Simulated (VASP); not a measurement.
# MgB2 (P-1) in VASP: a series of runs

MgB2 is run at these levels: PBE; tasks: single point.

All numbers are computed with VASP 6.6.1; they aren't measurements. Logs are shortened: lines on timing, memory, paths and dates and some standing lists are left out, and cuts for length are marked.

## 1. The cell of the first run

The typed cell holds 3 atoms: a = 3.085 Å, b = 3.098 Å, c = 3.523 Å, α = 90.21°, β = 90.57°, γ = 120.43°.

## 2. Single point, PBE (equal xy, yz and zx shear strains of -1 %)

INCAR

```
ALGO     = Normal         # electronic algorithm
EDIFF    = 1E-6           # SCF threshold, eV
ENCUT    = 520            # plane-wave cutoff, eV
GGA      = PE             # functional
ISIF     = 2              # what is computed and relaxed
ISMEAR   = -1             # smearing method
LASPH    = True           # aspherical terms in the spheres
LCHARG   = False          # write CHGCAR
LREAL    = False          # projectors in reciprocal space
LWAVE    = False          # write WAVECAR
NBANDS   = 11             # bands
NELM     = 80             # most SCF steps
PREC     = Accurate       # precision mode
SIGMA    = 0.05           # smearing width, eV
```

KPOINTS

```
k-points
0
Gamma
  12 12 9
```

POSCAR

```
MgB2
1.0
    3.0850007055     -0.0154250035     -0.0154250035
   -1.5558587977      2.6794014835     -0.0056459431
   -0.0176150000     -0.0176150000      3.5230000000
Mg B
1 2
Direct
    0.0000000000      0.0000000000      0.0000000000
    0.3333333333      0.6666666667      0.5000000000
    0.6666666667      0.3333333333      0.5000000000
```

Potentials or basis: VASP PAW PBE potentials, release 64 (Mg, B).

On the command line:

```
cat potpaw_PBE.64/Mg/POTCAR potpaw_PBE.64/B/POTCAR > POTCAR
mpirun -np 1 vasp_std > vasp.out
```

OUTCAR:

```text
EDIFF = 1E-6
   ENCUT = 520
   GGA = PE
   ISIF = 2
   ISMEAR = -1
   LASPH = True
   LREAL = False
   NELM = 80
   PREC = Accurate

 ion  position               nearest neighbor table
   1  0.000  0.000  0.000-   3 2.48   2 2.48   3 2.49   2 2.49   2 2.51   3 2.51   2 2.52   3 2.52
                             2 2.52   3 2.52   3 2.52   2 2.52
   2  0.333  0.667  0.500-   3 1.77   3 1.78   3 1.79   1 2.48   1 2.49   1 2.51   1 2.52   1 2.52
                             1 2.52
   3  0.667  0.333  0.500-   2 1.77   2 1.78   2 1.79   1 2.48   1 2.49   1 2.51   1 2.52   1 2.52
                             1 2.52

  LATTYP: Found a triclinic cell.
 ALAT       =     3.0717242137
 B/A-ratio  =     1.7320508075
 C/A-ratio  =     2.3242213277
 COS(alpha) =     0.0024240748
 COS(beta)  =     0.4407536095
 COS(gamma) =     0.8635100504

  Lattice vectors:

 A1 = (   1.5291419078,   2.6639764800,  -0.0210709466)
 A2 = (   4.6141426133,   2.6485514765,  -0.0364959501)
 A3 = (  -3.0941025954,   5.3764179670,  -3.5342918862)

Analysis of symmetry for initial positions (statically):
=====================================================================
 Subroutine PRICEL returns:
 Original cell was already a primitive cell.

 Routine SETGRP: Setting up the symmetry group for a
 triclinic supercell.

 Subroutine GETGRP returns: Found  2 space group operations
 (whereof  2 operations were pure point group operations)
 out of a pool of  2 trial point group operations.

The static configuration has the point symmetry S_2 .

Analysis of symmetry for dynamics (positions and initial velocities):
=====================================================================
 Subroutine PRICEL returns:
 Original cell was already a primitive cell.

 Routine SETGRP: Setting up the symmetry group for a
 triclinic supercell.

 Subroutine GETGRP returns: Found  2 space group operations
 (whereof  2 operations were pure point group operations)
 out of a pool of  2 trial point group operations.

The dynamic configuration has the point symmetry S_2 .

 Subroutine INISYM returns: Found  2 space group operations
 (whereof  2 operations are pure point group operations),
 and found     1 'primitive' translations

----------------------------------------------------------------------------------------

                                     Primitive cell

  volume of cell :      29.0350

  direct lattice vectors                    reciprocal lattice vectors
     3.085000706 -0.015425003 -0.015425003     0.325105811  0.188785909  0.002569459
    -1.555858798  2.679401483 -0.005645943     0.001880974  0.374313874  0.001880974
    -0.017615000 -0.017615000  3.523000000     0.001426449  0.001426449  0.283863257

  length of vectors
     3.085077830  3.098373894  3.523088074     0.375952803  0.374323326  0.283870425

  position of ions in fractional coordinates (direct lattice)
     0.000000000  0.000000000  0.000000000
     0.333333333  0.666666667  0.500000000
     0.666666667  0.333333333  0.500000000

  ion indices of the primitive-cell ions
   primitive index   ion index
                 1           1
                 2           2
                 3           3

----------------------------------------------------------------------------------------

 KPOINTS: k-points

Automatic generation of k-mesh.
 Grid dimensions read from file:
 generate k-points for:   12   12    9

 Generating k-lattice:

  Cartesian coordinates                     Fractional coordinates (reciprocal lattice)
     0.027092151  0.015732159  0.000214122     0.083333333 -0.000000000  0.000000000
     0.000156748  0.031192823  0.000156748    -0.000000000  0.083333333  0.000000000
     0.000158494  0.000158494  0.031540362    -0.000000000 -0.000000000  0.111111111

  Length of vectors
     0.031329400  0.031193611  0.031541158

  Shift w.r.t. Gamma in fractional coordinates (k-lattice)
     0.000000000  0.000000000  0.000000000

 Subroutine IBZKPT returns following result:
 ===========================================

 Found    650 irreducible k-points:

 Following reciprocal coordinates:
            Coordinates               Weight
  0.000000  0.000000  0.000000      1.000000
  0.083333 -0.000000  0.000000      2.000000
  0.166667 -0.000000  0.000000      2.000000
  0.250000 -0.000000  0.000000      2.000000
  0.333333  0.000000  0.000000      2.000000
  0.416667  0.000000  0.000000      2.000000
[... 16 lines left out ...]
  0.250000  0.166667  0.000000      2.000000
  0.333333  0.166667  0.000000      2.000000
 [... further k-points ...]
   k-points           NKPTS =    650   k-points in BZ     NKDIM =    650   number of bands    NBANDS=     11
   number of dos      NEDOS =    301   number of ions     NIONS =      3
   total plane-waves  NPLWV =  16128
   dimension x,y,z NGX =    24 NGY =   24 NGZ =   28
   dimension x,y,z NGXF=    48 NGYF=   48 NGZF=   56
   ions per type =               1   2
   NGX,Y,Z   is equivalent  to a cutoff of  12.93, 12.88, 13.21 a.u.
   NGXF,Y,Z  is equivalent  to a cutoff of  25.87, 25.75, 26.43 a.u.
 SYSTEM =  unknown system
   PREC   = accura    normal or accurate (medium, high low for compatibility)
   ISTART =      0    job   : 0-new  1-cont  2-samecut
   ICHARG =      2    charge: 1-file 2-atom 10-const
   ISPIN  =      1    spin polarized calculation?
   LNONCOLLINEAR =      F non collinear calculations
   LSORBIT =      F    spin-orbit coupling
   LASPH  =      T    aspherical Exc in radial PAW
   ENCUT  =  520.0 eV  38.22 Ry    6.18 a.u.   5.74  5.76  6.55*2*pi/ulx,y,z
   NELM   =     80;   NELMIN=  2; NELMDL= -5     # of ELM steps
   EDIFF  = 0.1E-05   stopping-criterion for ELM
   LREAL  =      F    real-space projection
   EDIFFG = 0.1E-04   stopping-criterion for IOM
   NSW    =      0    number of steps for IOM
   IBRION =     -1    ionic relax: 0-MD 1-quasi-New 2-CG
   NFREE  =      0    steps in history (QN), initial steepest desc. (CG)
   ISIF   =      2    stress and relaxation
   ISYM   =      2    0-nonsym 1-usesym 2-fastsym
   POTIM  = 0.5000    time-step for ionic-motion
   TEBEG  =    0.0;   TEEND  =   0.0 temperature during run
   PSTRESS=    0.0 pullay stress
   NELECT =       8.0000    total number of electrons
   NUPDOWN=      -1.0000    fix difference up-down
   EMIN   =  10.00;   EMAX   =-10.00  energy-range for DOS
   EFERMI =   0.00;   METHOD = LEGACY
   ISMEAR =    -1;   SIGMA  =   0.05  broadening in eV -4-tet -1-fermi 0-gaus
   EFERMI_NEDOS =   21; number of points for ismear=-14 and -15
   IALGO  =     38    algorithm
   IMIX   =      4    mixing-type and parameters
     AMIX     =   0.40;   BMIX     =  1.00
     AMIX_MAG =   1.60;   BMIX_MAG =  1.00
  volume/ion in A,a.u.               =       9.68        65.31
  Fermi-wavevector in a.u.,A,eV,Ry     =   1.065282  2.013090 15.440232  1.134825
  Thomas-Fermi vector in A             =   2.200828
   LORBIT       =      0    0 simple, 1 ext, 2 COOP (PROOUT), +10 PAW based schemes
   GGA     = PE    functional components
   LHFCALC =     F    Hartree Fock is set to
   AEXX    =    0.0000 exact exchange contribution
   IVDW    =     0    specifies the selected vdW correction
   LEPSILON=     F    determine dielectric tensor
   LRPA    =     F    only Hartree local field effects (RPA)
 non-spin polarized calculation
  energy-cutoff  :      520.00
  volume of cell :       29.03
 maximum number of plane-waves:       794
   NGX = 11   NGY = 11   NGZ = 13

 number of electron       8.0000000 magnetization

 Free energy of the ion-electron system (eV)
  ---------------------------------------------------
  ext. energy  EPLUGINS =         0.00000000
  ---------------------------------------------------
  free energy    TOTEN  =       -15.32448924 eV

  energy without entropy =      -15.32006527  energy(sigma->0) =      -15.32227725

 E-fermi :   5.2228     XC(G=0): -10.9127

 val. band max:        5.2130316855   @ k =  -0.0833  -0.0000   0.2222
 cond. band min:       5.2316058777   @ k =  -0.1667  -0.4167   0.1111
 fundamental gap:      0.0185741922
 Fermi energy:         5.2228012498

 k-point     1 :       0.0000    0.0000    0.0000
  band No.  band energies     occupation
      1      -7.1581      2.00000
      2       2.3250      2.00000
      3       5.5810      0.00155
      4       5.6407      0.00047
      5       6.9203      0.00000
      6      11.4771      0.00000
      7      11.6198      0.00000
      8      13.3457      0.00000
      9      15.1748      0.00000
     10      17.9137      0.00000
     11      21.2973      0.00000

 k-point     2 :       0.0833   -0.0000    0.0000
  band No.  band energies     occupation
      1      -7.0365      2.00000
      2       2.4435      2.00000
      3       5.0356      1.95382
      4       5.2949      0.38254
      5       7.0305      0.00000
      6      11.4475      0.00000
      7      12.0301      0.00000
      8      13.6491      0.00000
      9      14.7556      0.00000
     10      18.5422      0.00000
     11      20.8955      0.00000

 k-point     3 :       0.1667   -0.0000    0.0000
  band No.  band energies     occupation
      1      -6.6733      2.00000
      2       2.7964      2.00000
      3       3.6214      2.00000
      4       4.6562      1.99998
      5       7.3652      0.00000
      6      10.9884      0.00000
      7      13.3897      0.00000
      8      13.6226      0.00000
      9      14.3259      0.00000
     10      19.8735      0.00000
     11      20.0930      0.00000
[... 267 lines left out ...]
 k-point    23 :       0.2500    0.1667    0.0000
  band No.  band energies     occupation
      1      -4.8912      2.00000
      2       0.3342      2.00000
      3       1.8790      2.00000
      4       4.4865      2.00000
      5       9.1341      0.00000
      6      10.0896      0.00000
      7      11.8381      0.00000
      8      13.2976      0.00000
      9      16.0664      0.00000
     10      16.3794      0.00000
     11      18.1000      0.00000

 k-point    24 :       0.3333    0.1667    0.0000
  band No.  band energies     occupation
      1      -3.8618      2.00000
      2      -1.1407      2.00000
      3       1.4444      2.00000
      4       5.3651      0.10975
      5       8.7932      0.00000
      6      10.0124      0.00000
      7      11.3692      0.00000
      8      13.1779      0.00000
      9      15.4064      0.00000
     10      17.2248      0.00000
     11      18.1117      0.00000

 [... further k-points ...]

------------------------ aborting loop because EDIFF is reached ----------------------------------------

  FORCE on cell =-STRESS in cart. coord.  units (eV):
  Direction    XX          YY          ZZ          XY          YZ          ZX
  --------------------------------------------------------------------------------------
  -------------------------------------------------------------------------------------
  Total       -0.2505518     -0.2536763     -0.1804629      0.3630176      0.1438281      0.1437418
  in kB      -13.8256937    -13.9981110     -9.9581216     20.0316686      7.9365741      7.9318115
  external PRESSURE =     -12.5939755 kB  Pullay stress =       0.0000000 kB

 VOLUME and BASIS-vectors are now :
 -----------------------------------------------------------------------------
  energy-cutoff  :      520.00
  volume of cell :       29.03
      direct lattice vectors                 reciprocal lattice vectors
     3.085000706 -0.015425003 -0.015425003     0.325105811  0.188785909  0.002569459
    -1.555858798  2.679401483 -0.005645943     0.001880974  0.374313874  0.001880974
    -0.017615000 -0.017615000  3.523000000     0.001426449  0.001426449  0.283863257

 POSITION                                       TOTAL-FORCE (eV/Angst)
 -----------------------------------------------------------------------------------
      0.00000      0.00000      0.00000        -0.000000     -0.000000     -0.000000
     -0.01771      1.77232      1.75259         0.016921     -0.000287     -0.001312
      1.52924      0.87404      1.74933        -0.016921      0.000287      0.001312
 -----------------------------------------------------------------------------------
    total drift:                                0.000000     -0.000000      0.000000

  FREE ENERGIE OF THE ION-ELECTRON SYSTEM (eV)
  ---------------------------------------------------
  free  energy   TOTEN  =       -15.3244892424 eV

  energy  without entropy=      -15.3200652659  energy(sigma->0) =      -15.32227725
```

It took 49 s on 1 thread of Intel Xeon 6975P-C (Granite Rapids), shared host; peak memory 0.32 GiB.

Results:

- Free energy: -15.3245 eV
- Pressure: -1.3 GPa
- Largest force: 0.017 eV/Å
- Band gap on the k mesh: zero (bands 4 and 5 overlap by 3.65 eV)

Forces on the atoms (eV/Å):
```
Mg   0.000  0.000  0.000
B    0.017  0.000 -0.001
B   -0.017  0.000  0.001
```

Stress tensor (GPa, compression positive):
```
-1.38  2.00  0.79
 2.00 -1.40  0.79
 0.79  0.79 -1.00
```

Caveat: the cell differs from its parent crystal (equal xy, yz and zx shear strains of -1 %).

(Part 1 of 2 ends here.)
